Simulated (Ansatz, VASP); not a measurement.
# Pt in VASP and in Ansatz

POSCAR

```
Pt
1.0
    3.0367321774      0.0000000000      0.0000000000
   -1.5183660887      2.6298872101      0.0000000000
    0.0000000000      0.0000000000      4.7921340000
Pt
2
Direct
    0.6666666667      0.3333333333      0.7500000000
    0.3333333333      0.6666666667      0.2500000000
```

Contents of INCAR.step1:

```
SYSTEM = Pt
PREC = Accurate
ENCUT = 520
ISMEAR = 0
SIGMA = 0.15
LREAL = .FALSE.
LASPH = .TRUE.
NELM = 60
NBANDS = 17
GGA = PE
ALGO = Normal
EDIFF = 1E-4
LWAVE = .TRUE.
LCHARG = .FALSE.
```

INCAR.step2

```
SYSTEM = Pt
PREC = Accurate
ENCUT = 520
EDIFF = 1E-6
ISMEAR = 0
SIGMA = 0.15
LREAL = .FALSE.
LASPH = .TRUE.
NELM = 60
ALGO = Normal
ISIF = 2
LWAVE = .FALSE.
LCHARG = .TRUE.
METAGGA = R2SCAN
LMIXTAU = .TRUE.
LELF = .TRUE.
LVHAR = .TRUE.
NBANDS = 17
ISTART = 1
```

Contents of KPOINTS:

```
regular mesh
0
G
  18 18 10
  0 0 0
```

Input for Ansatz:

```yaml
crystal:
  lattice:
    - [3.0367321774, 0.0, 0.0]
    - [-1.5183660887, 2.6298872101, 0.0]
    - [0.0, 0.0, 4.792134]
  atoms:
    - { symbol: Pt, position: [0.6666666667, 0.3333333333, 0.75] }
    - { symbol: Pt, position: [0.3333333333, 0.6666666667, 0.25] }
basis:
  ecutwfc: 500
kpoints:
  mp_grid: { grid: [18, 18, 10] }
hamiltonian:
  xc: r2scan
scf:
  occupations: { method: gaussian, width: 0.15 }
output:
  forces: true
  stress: true
  eigenvalues: true
```

Change from the starting cell: strain +0.1000 x Voigt [1, 1, 0, 0, 0, 0], atoms carried along.

Alike in both runs: task single point; functional r2SCAN; k mesh 18 × 18 × 10; occupations gaussian, width 0.15 eV; no spin polarisation.

```csv
,VASP,Ansatz
version,VASP 6.6.1,Ansatz 0.2.0
potentials or method,"VASP PAW PBE potentials, release 64 (Pt), cutoff 520 eV","scalar-relativistic, plane waves, PAW"
valence electrons in the cell,20,36
```

VASP gave:

```
gap on the k mesh at the Fermi level (eV)                     : none
pressure (GPa)                                                : -31.0
traceless stress, the component that is largest in VASP (GPa) : 1.96
```

Question: Which values does Ansatz return?

Answer: gap on the k mesh at the Fermi level (eV): none; pressure (GPa): -31.1; traceless stress, the component that is largest in VASP (GPa): 1.93.

VASP's potentials were made for PBE, not for r2SCAN. A gap of «none» marks a metal or a gap that the smearing closes. Both programs put the cell under strong tension, so it lies far from rest at this level. The functional is the same, so the differences come from potentials, cutoffs and numerics. VASP's potentials hold 20 valence electrons a cell and Ansatz's 36, so a difference there can come from the potentials and not from the codes.

Neither program's run includes spin-orbit coupling. Noted on VASP's run: the cell as given lies far from equilibrium.
